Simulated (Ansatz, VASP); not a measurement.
# One calculation of Ba, two programs

```xyz
1
Lattice="-2.3750 2.6250 2.5000 2.3750 -2.6250 2.5000 2.3750 2.6250 -2.5000" Properties=species:S:1:pos:R:3 pbc="T T T"
Ba    0.0000    0.0000    0.0000
```

Change from the starting cell: strain -0.0500 x Voigt [1, -1, 0, 0, 0, 0], atoms carried along.

Alike in both runs: task single point; functional LDA; k mesh 14 × 14 × 14; occupations gaussian, width 0.15 eV; no spin polarisation.

```csv
,VASP,Ansatz
version,VASP 6.6.1,Ansatz 0.2.0
potentials or method,"VASP PAW LDA potentials, release 64 (Ba_sv), cutoff 520 eV","scalar-relativistic, plane waves, PAW"
valence electrons in the cell,10,10
```

```tsv
	VASP	Ansatz	Ansatz less VASP
gap on the k mesh at the Fermi level (eV)	none	none	-
pressure (GPa)	-1.2	-1.2	-0.03
traceless stress, the component that is largest in VASP (GPa)	0.24	0.23	-0.005
```

LDA's correlation is that of Perdew and Zunger in VASP and of Perdew and Wang (1992) in Ansatz. A gap of «none» marks a metal or a gap that the smearing closes.

Neither program's run includes spin-orbit coupling.
